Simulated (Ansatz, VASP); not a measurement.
## HfGe3 in VASP and in Ansatz

```
Hf Ge
1.0
     4.11113    0.00000    0.00000
     0.00000    4.11113    0.00000
     0.00000    0.00000    4.11113
Hf Ge
1 3
Direct
  0.00000 0.00000 0.00000
  0.00000 0.50000 0.50000
  0.50000 0.50000 0.00000
  0.50000 0.00000 0.50000
```

Alike in both runs: task single point; functional PBE; k mesh 8 × 8 × 8; occupations gaussian, width 0.05 eV; no spin polarisation.

|  | VASP | Ansatz |
| --- | --- | --- |
| version | VASP 6.6.1 | Ansatz 0.2.0 |
| potentials or method | VASP PAW PBE potentials, release 64 (Hf_pv, Ge_d), cutoff 520 eV | scalar-relativistic, plane waves, PAW |
| valence electrons in the cell | 52 | 68 |

Ansatz gave:

```
gap on the k mesh at the Fermi level (eV) : none
pressure (GPa)                            : 5.8
```

Q: Estimate VASP's values.

A: gap on the k mesh at the Fermi level (eV): none; pressure (GPa): 5.5.

A gap of «none» marks a metal or a gap that the smearing closes. VASP's potentials hold 52 valence electrons a cell and Ansatz's 68, so a difference there can come from the potentials and not from the codes.

Neither program's run includes spin-orbit coupling.
